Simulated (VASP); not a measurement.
# K (Pm-3m) in VASP: a series of runs

Aim: see how the results for K move with the level of theory and the settings. Levels: PBEsol, revPBE. Tasks: single point.

Program: VASP 6.6.1. These are calculated values, not measurements. Logs are shortened: lines on timing, memory, paths and dates and some standing lists are left out, and cuts for length are marked.

## 1. The cell of the first run

It takes space group Pm-3m (No. 221, cubic). The conventional cell has a = 3.422 Å, b = 3.422 Å, c = 3.422 Å, α = 90.00°, β = 90.00°, γ = 90.00°. Within 4.5 Å of K (site symmetry m-3m) lie 6 K at 3.42 Å.

## 2. Single point, PBEsol

The input, INCAR:

```
SYSTEM = K
PREC = Accurate
ENCUT = 520
EDIFF = 1E-6
ISMEAR = -1
SIGMA = 0.1
LREAL = .FALSE.
LASPH = .TRUE.
NELM = 60
ALGO = Normal
ISIF = 2
LWAVE = .FALSE.
LCHARG = .FALSE.
GGA = PS
NBANDS = 10
```

The input, KPOINTS:

```
Automatic mesh
0
G
  9 9 9
  0 0 0
```

The input, POSCAR:

```
K
1.0
    3.4215185623      0.0000000000      0.0000000000
    0.0000000000      3.4215185623      0.0000000000
    0.0000000000      0.0000000000      3.4215185623
K
1
Direct
    0.0000000000      0.0000000000      0.0000000000
```

Potentials or basis: VASP PAW PBE potentials, release 64 (K_sv).

Started as:

```console
cat potpaw_PBE.64/K_sv/POTCAR > POTCAR
mpirun -np 1 vasp_std > vasp.out
```

OUTCAR:

```text
SYSTEM = K
   PREC = Accurate
   ENCUT = 520
   EDIFF = 1E-6
   ISMEAR = -1
   LREAL = .FALSE.
   LASPH = .TRUE.
   NELM = 60
   ISIF = 2
   GGA = PS

 ion  position               nearest neighbor table
   1  0.000  0.000  0.000-

  LATTYP: Found a simple cubic cell.
 ALAT       =     3.4215185623

  Lattice vectors:

 A1 = (   3.4215185623,   0.0000000000,   0.0000000000)
 A2 = (   0.0000000000,   3.4215185623,   0.0000000000)
 A3 = (   0.0000000000,   0.0000000000,   3.4215185623)

Analysis of symmetry for initial positions (statically):
=====================================================================
 Subroutine PRICEL returns:
 Original cell was already a primitive cell.

 Routine SETGRP: Setting up the symmetry group for a
 simple cubic supercell.

 Subroutine GETGRP returns: Found 48 space group operations
 (whereof 48 operations were pure point group operations)
 out of a pool of 48 trial point group operations.

The static configuration has the point symmetry O_h .

Analysis of symmetry for dynamics (positions and initial velocities):
=====================================================================
 Subroutine PRICEL returns:
 Original cell was already a primitive cell.

 Routine SETGRP: Setting up the symmetry group for a
 simple cubic supercell.

 Subroutine GETGRP returns: Found 48 space group operations
 (whereof 48 operations were pure point group operations)
 out of a pool of 48 trial point group operations.

The dynamic configuration has the point symmetry O_h .

 Subroutine INISYM returns: Found 48 space group operations
 (whereof 48 operations are pure point group operations),
 and found     1 'primitive' translations

----------------------------------------------------------------------------------------

                                     Primitive cell

  volume of cell :      40.0550

  direct lattice vectors                    reciprocal lattice vectors
     3.421518562  0.000000000  0.000000000     0.292267887  0.000000000  0.000000000
     0.000000000  3.421518562  0.000000000     0.000000000  0.292267887  0.000000000
     0.000000000  0.000000000  3.421518562     0.000000000  0.000000000  0.292267887

  length of vectors
     3.421518562  3.421518562  3.421518562     0.292267887  0.292267887  0.292267887

  position of ions in fractional coordinates (direct lattice)
[... 74 lines left out ...]
   LASPH  =      T    aspherical Exc in radial PAW
   ENCUT  =  520.0 eV  38.22 Ry    6.18 a.u.   6.36  6.36  6.36*2*pi/ulx,y,z
   NELM   =     60;   NELMIN=  2; NELMDL= -5     # of ELM steps
   EDIFF  = 0.1E-05   stopping-criterion for ELM
   LREAL  =      F    real-space projection
   EDIFFG = 0.1E-04   stopping-criterion for IOM
   NSW    =      0    number of steps for IOM
   IBRION =     -1    ionic relax: 0-MD 1-quasi-New 2-CG
   NFREE  =      0    steps in history (QN), initial steepest desc. (CG)
   ISIF   =      2    stress and relaxation
   ISYM   =      2    0-nonsym 1-usesym 2-fastsym
   POTIM  = 0.5000    time-step for ionic-motion
   TEBEG  =    0.0;   TEEND  =   0.0 temperature during run
   PSTRESS=    0.0 pullay stress
   NELECT =       9.0000    total number of electrons
   NUPDOWN=      -1.0000    fix difference up-down
   EMIN   =  10.00;   EMAX   =-10.00  energy-range for DOS
   EFERMI =   0.00;   METHOD = LEGACY
   ISMEAR =    -1;   SIGMA  =   0.10  broadening in eV -4-tet -1-fermi 0-gaus
   EFERMI_NEDOS =   21; number of points for ismear=-14 and -15
   IALGO  =     38    algorithm
   IMIX   =      4    mixing-type and parameters
     AMIX     =   0.40;   BMIX     =  1.00
     AMIX_MAG =   1.60;   BMIX_MAG =  1.00
  volume/ion in A,a.u.               =      40.05       270.30
  Fermi-wavevector in a.u.,A,eV,Ry     =   0.995260  1.880770 13.477162  0.990543
  Thomas-Fermi vector in A             =   2.127268
   LORBIT       =      0    0 simple, 1 ext, 2 COOP (PROOUT), +10 PAW based schemes
   GGA     = PS    functional components
   LHFCALC =     F    Hartree Fock is set to
   AEXX    =    0.0000 exact exchange contribution
   IVDW    =     0    specifies the selected vdW correction
   LEPSILON=     F    determine dielectric tensor
   LRPA    =     F    only Hartree local field effects (RPA)
 non-spin polarized calculation
  energy-cutoff  :      520.00
  volume of cell :       40.05
 maximum number of plane-waves:      1091
 NGX is ok and might be reduce to    28

 number of electron       9.0000001 magnetization

 Free energy of the ion-electron system (eV)
  ---------------------------------------------------
  ext. energy  EPLUGINS =         0.00000000
  ---------------------------------------------------
  free energy    TOTEN  =        -0.62184204 eV

  energy without entropy =       -0.58722759  energy(sigma->0) =       -0.60453481

 E-fermi :   1.6602     XC(G=0):  -7.4734

 val. band max:        1.6400168229   @ k =   0.4444   0.1111   0.1111
 cond. band min:       1.7664086179   @ k =   0.4444   0.2222   0.0000
 fundamental gap:      0.1263917950
 Fermi energy:         1.6601594239

 k-point     1 :       0.0000    0.0000    0.0000
  band No.  band energies     occupation
      1     -30.5950      2.00000
      2     -13.8426      2.00000
      3     -13.8426      2.00000
      4     -13.8426      2.00000
      5      -1.3720      2.00000
      6       4.2748      0.00000
      7       4.2748      0.00000
      8       9.5140      0.00000
      9       9.5140      0.00000
     10       9.5140      0.00000
[... 287 lines left out ...]
 k-point    24 :       0.4444    0.3333    0.1111
  band No.  band energies     occupation
      1     -30.4727      2.00000
      2     -14.3892      2.00000
      3     -14.2368      2.00000
      4     -13.8122      2.00000
      5       1.9564      0.09830
      6       3.8428      0.00000
      7       5.3279      0.00000
      8       6.0343      0.00000
      9       7.8233      0.00000
     10       7.9571      0.00000

 [... further k-points ...]
[... 5 lines left out ...]
  --------------------------------------------------------------------------------------
  -------------------------------------------------------------------------------------
  Total        1.5106079      1.5106079      1.5106079      0.0000000      0.0000000     -0.0000000
  in kB       60.4234675     60.4234675     60.4234675      0.0000000      0.0000000     -0.0000000
  external PRESSURE =      60.4234675 kB  Pullay stress =       0.0000000 kB

 VOLUME and BASIS-vectors are now :
 -----------------------------------------------------------------------------
  energy-cutoff  :      520.00
  volume of cell :       40.05
      direct lattice vectors                 reciprocal lattice vectors
     3.421518562  0.000000000  0.000000000     0.292267887  0.000000000  0.000000000
     0.000000000  3.421518562  0.000000000     0.000000000  0.292267887  0.000000000
     0.000000000  0.000000000  3.421518562     0.000000000  0.000000000  0.292267887

 POSITION                                       TOTAL-FORCE (eV/Angst)
 -----------------------------------------------------------------------------------
      0.00000      0.00000      0.00000         0.000000      0.000000      0.000000
 -----------------------------------------------------------------------------------
    total drift:                               -0.000000      0.000000     -0.000000

  FREE ENERGIE OF THE ION-ELECTRON SYSTEM (eV)
  ---------------------------------------------------
  free  energy   TOTEN  =        -0.6218420438 eV

  energy  without entropy=       -0.5872275855  energy(sigma->0) =       -0.60453481
```

Wall time 6.2 s (1 thread of Intel Xeon 6975P-C (Granite Rapids), shared host); peak memory 0.15 GiB.

What came out:

```
Free energy : -0.6218 eV
Pressure    : 6.0 GPa
```

Levels at points of the mesh, in eV from the Fermi level:
| k point | band 1 | band 2 | band 3 | band 4 | band 5 | band 6 | band 7 | band 8 | band 9 | band 10 |
| --- | --- | --- | --- | --- | --- | --- | --- | --- | --- | --- |
| (0.00, 0.00, 0.00) | -32.26 | -15.50 | -15.50 | -15.50 | -3.03 | 2.61 | 2.61 | 7.85 | 7.85 | 7.85 |

Caveat: the PAW data sets were made with another functional, which shifts forces and pressure a little.

## 3. Single point, PBEsol

The input, INCAR:

```
ALGO = Normal
EDIFF = 1E-6
ENCUT = 520
GGA = PS
ISIF = 2
ISMEAR = -1
LASPH = T
LCHARG = F
LREAL = F
LWAVE = F
NBANDS = 10
NELM = 60
PREC = Accurate
SIGMA = 0.1
```

The input, KPOINTS:

```
k-points
0
Gamma
  9 9 9
```

POSCAR is that of step 2.

Potentials or basis: VASP PAW PBE potentials, release 64 (K_sv).

Started as:

```console
cat potpaw_PBE.64/K_sv/POTCAR > POTCAR
mpirun -np 1 vasp_std > vasp.out
```

OUTCAR:

```text
EDIFF = 1E-6
   ENCUT = 520
   GGA = PS
   ISIF = 2
   ISMEAR = -1
   LASPH = T
   LREAL = F
   NELM = 60
   PREC = Accurate

 ion  position               nearest neighbor table
   1  0.000  0.000  0.000-

  LATTYP: Found a simple cubic cell.
 ALAT       =     3.4215185623

  Lattice vectors:

 A1 = (   3.4215185623,   0.0000000000,   0.0000000000)
 A2 = (   0.0000000000,   3.4215185623,   0.0000000000)
 A3 = (   0.0000000000,   0.0000000000,   3.4215185623)

Analysis of symmetry for initial positions (statically):
[... 480 lines left out ...]
      2     -14.3892      2.00000
      3     -14.2368      2.00000
      4     -13.8122      2.00000
      5       1.9564      0.09830
      6       3.8428      0.00000
      7       5.3279      0.00000
      8       6.0343      0.00000
      9       7.8233      0.00000
     10       7.9571      0.00000

 [... further k-points ...]
[... 5 lines left out ...]
  --------------------------------------------------------------------------------------
  -------------------------------------------------------------------------------------
  Total        1.5106079      1.5106079      1.5106079      0.0000000      0.0000000     -0.0000000
  in kB       60.4234675     60.4234675     60.4234675      0.0000000      0.0000000     -0.0000000
  external PRESSURE =      60.4234675 kB  Pullay stress =       0.0000000 kB

 VOLUME and BASIS-vectors are now :
 -----------------------------------------------------------------------------
  energy-cutoff  :      520.00
  volume of cell :       40.05
      direct lattice vectors                 reciprocal lattice vectors
     3.421518562  0.000000000  0.000000000     0.292267887  0.000000000  0.000000000
     0.000000000  3.421518562  0.000000000     0.000000000  0.292267887  0.000000000
     0.000000000  0.000000000  3.421518562     0.000000000  0.000000000  0.292267887

 POSITION                                       TOTAL-FORCE (eV/Angst)
 -----------------------------------------------------------------------------------
      0.00000      0.00000      0.00000         0.000000      0.000000      0.000000
 -----------------------------------------------------------------------------------
    total drift:                               -0.000000      0.000000     -0.000000

  FREE ENERGIE OF THE ION-ELECTRON SYSTEM (eV)
  ---------------------------------------------------
  free  energy   TOTEN  =        -0.6218420438 eV

  energy  without entropy=       -0.5872275855  energy(sigma->0) =       -0.60453481
```

stdout:

```text
POSCAR found type information on POSCAR K
 POSCAR found :  1 types and       1 ions
 scaLAPACK will be used
 -----------------------------------------------------------------------------
|                                                                             |
|                                                                             |
|     You enforced a specific xc type in the INCAR file but a different       |
|     I HOPE YOU KNOW WHAT YOU ARE DOING!                                     |
|                                                                             |
 -----------------------------------------------------------------------------

 LDA part: xc-table for (Slater+PW92), standard interpolation
 POSCAR, INCAR and KPOINTS ok, starting setup
 FFT: planning ... GRIDC
 FFT: planning ... GRID_SOFT
 FFT: planning ... GRID
 WAVECAR not read
 entering main loop
```

Wall time 6.7 s (1 thread of Intel Xeon 6975P-C (Granite Rapids), shared host); peak memory 0.15 GiB.

Results:

```yaml
Free_energy: -0.6218 eV
Pressure: 6.0 GPa
```

Caveat: the PAW data sets were made with another functional, which shifts forces and pressure a little.

## 4. Single point, revPBE

The input, INCAR:

```
SYSTEM = K
ALGO = Normal
EDIFF = 1E-6
ENCUT = 520
GGA = RE
ISIF = 2
ISMEAR = -1
LASPH = .True.
LCHARG = .False.
LREAL = .False.
LWAVE = .False.
NBANDS = 10
NELM = 60
PREC = Accurate
SIGMA = 0.1
```

The input, KPOINTS:

```
k-points
0
Gamma
  9 9 9
  0 0 0
```

POSCAR is that of step 3.

Started as:

```console
cat potpaw_PBE.64/K_sv/POTCAR > POTCAR
mpirun -np 1 vasp_std > vasp.out
```

It took 5.5 s on 1 thread of Intel Xeon 6975P-C (Granite Rapids), shared host; peak memory 0.15 GiB.

It converged, with:

| Property | Result |
| --- | --- |
| Free energy | -0.2707 eV |
| Pressure | 7.4 GPa |

Levels at points of the mesh, in eV from the Fermi level:
| k point | band 1 | band 2 | band 3 | band 4 | band 5 | band 6 | band 7 | band 8 | band 9 | band 10 |
| --- | --- | --- | --- | --- | --- | --- | --- | --- | --- | --- |
| (0.00, 0.00, 0.00) | -32.52 | -15.69 | -15.69 | -15.69 | -2.99 | 2.71 | 2.71 | 7.81 | 7.81 | 7.81 |

Caveat: the PAW data sets were made with another functional, which shifts forces and pressure a little.

## 5. Single point, PBEsol (volume scaled by 0.6)

The input, INCAR:

```
ALGO = Normal
EDIFF = 1E-7
ENCUT = 520
GGA = PS
ISIF = 2
ISMEAR = -1
LASPH = T
LCHARG = F
LREAL = F
LWAVE = F
NBANDS = 10
NELM = 80
PREC = Accurate
SIGMA = 0.1
```

The input, KPOINTS:

```
k-points
0
Gamma
  9 9 9
```

The input, POSCAR:

```
K
1.0
    3.5886811158      0.0000000000      0.0000000000
    0.0000000000      3.5886811158      0.0000000000
    0.0000000000      0.0000000000      3.5886811158
K
1
Direct
    0.0000000000      0.0000000000      0.0000000000
```

Started as:

```console
cat potpaw_PBE.64/K_sv/POTCAR > POTCAR
mpirun -np 1 vasp_std > vasp.out
```

It took 6.5 s on 1 thread of Intel Xeon 6975P-C (Granite Rapids), shared host; peak memory 0.15 GiB.

The run converged. Its results:

* Free energy: -0.8054 eV
* Pressure: 3.7 GPa

Levels at points of the mesh, in eV from the Fermi level:
```tsv
k point	band 3	band 4	band 5	band 6	band 7	band 8
(0.00, 0.00, 0.00)	-15.52	-15.52	-2.84	2.74	2.74	7.46
```

Caveat: the PAW data sets were made with another functional, which shifts forces and pressure a little.

## 6. Single point, PBEsol (volume scaled by 0.68)

The input, INCAR:

```
SYSTEM = K
PREC = Accurate
ENCUT = 520
EDIFF = 1E-7
ISMEAR = -1
SIGMA = 0.1
LREAL = .FALSE.
LASPH = .TRUE.
NELM = 80
ALGO = Normal
ISIF = 2
LWAVE = .FALSE.
LCHARG = .FALSE.
GGA = PS
NBANDS = 10
```

The input, KPOINTS:

```
Automatic mesh
0
G
  9 9 9
  0 0 0
```

The input, POSCAR:

```
K
1.0
    3.7415718559      0.0000000000      0.0000000000
    0.0000000000      3.7415718559      0.0000000000
    0.0000000000      0.0000000000      3.7415718559
K
1
Direct
    0.0000000000      0.0000000000      0.0000000000
```

Potentials or basis: VASP PAW PBE potentials, release 64 (K_sv).

Started as:

```console
cat potpaw_PBE.64/K_sv/POTCAR > POTCAR
mpirun -np 1 vasp_std > vasp.out
```

Run time: 5.6 s. Hardware: 1 thread of Intel Xeon 6975P-C (Granite Rapids), shared host; peak memory 0.16 GiB.

It converged, with:

```
Free energy : -0.9160 eV
Pressure    : 2.2 GPa
```

Levels at points of the mesh, in eV from the Fermi level:
```csv
k point,band 2,band 3,band 4,band 5,band 6,band 7,band 8,band 9
"(0.00, 0.00, 0.00)",-15.54,-15.54,-15.54,-2.65,2.83,2.83,7.15,7.15
```

Caveat: the PAW data sets were made with another functional, which shifts forces and pressure a little.

## 7. Overview

| level | cell | gap on the mesh (eV) | pressure (GPa) |
| --- | --- | --- | --- |
| PBEsol | a = 3.422 Å, 1 atom | none | 6.0 |
| revPBE | a = 3.422 Å, 1 atom | none | 7.4 |
| PBEsol | a = 3.589 Å, 1 atom | none | 3.7 |
| PBEsol | a = 3.742 Å, 1 atom | none | 2.2 |

Alike in all rows: task single point; potentials or basis VASP PAW PBE potentials, release 64 (K_sv); no spin polarisation; k mesh 9 × 9 × 9; cutoff (eV) 520; smearing fermi-dirac 0.1 eV.

Caveats: the PAW data sets were made with another functional, which shifts forces and pressure a little.

Total energies depend on the potentials used, so only differences within one code and one set of settings carry meaning.
